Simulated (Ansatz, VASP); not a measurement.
CsAs2 in VASP and in Ansatz

```
CELL_PARAMETERS angstrom
0.00000 3.81538 3.81538
3.81538 0.00000 3.81538
3.81538 3.81538 0.00000
ATOMIC_POSITIONS crystal
Cs 0.00000 0.00000 0.00000
As 0.25000 0.25000 0.25000
As 0.75000 0.75000 0.75000
```

Alike in both runs: task relaxation of cell and atoms; functional PBE; k mesh 10 × 10 × 10; occupations gaussian, width 0.1 eV; no spin polarisation.

|  | VASP | Ansatz |
| --- | --- | --- |
| version | VASP 6.6.1 | Ansatz 0.2.0 |
| potentials or method | VASP PAW PBE potentials, release 64 (Cs_sv, As), cutoff 600 eV | scalar-relativistic, plane waves, PAW |
| valence electrons in the cell | 19 | 39 |

```tsv
	VASP	Ansatz	Ansatz less VASP
gap on the k mesh at the Fermi level, each at its own relaxed structure (eV)	none	none	-
relaxed volume (Å³/atom)	37.66	37.60	-0.069
relaxed length of the cell vector where the two differ most in proportion (Å)	5.427	5.423	-0.0033
```

A gap of «none» marks a metal or a gap that the smearing closes. VASP's potentials hold 19 valence electrons a cell and Ansatz's 39, so a difference there can come from the potentials and not from the codes.

Spin-orbit coupling is off throughout.
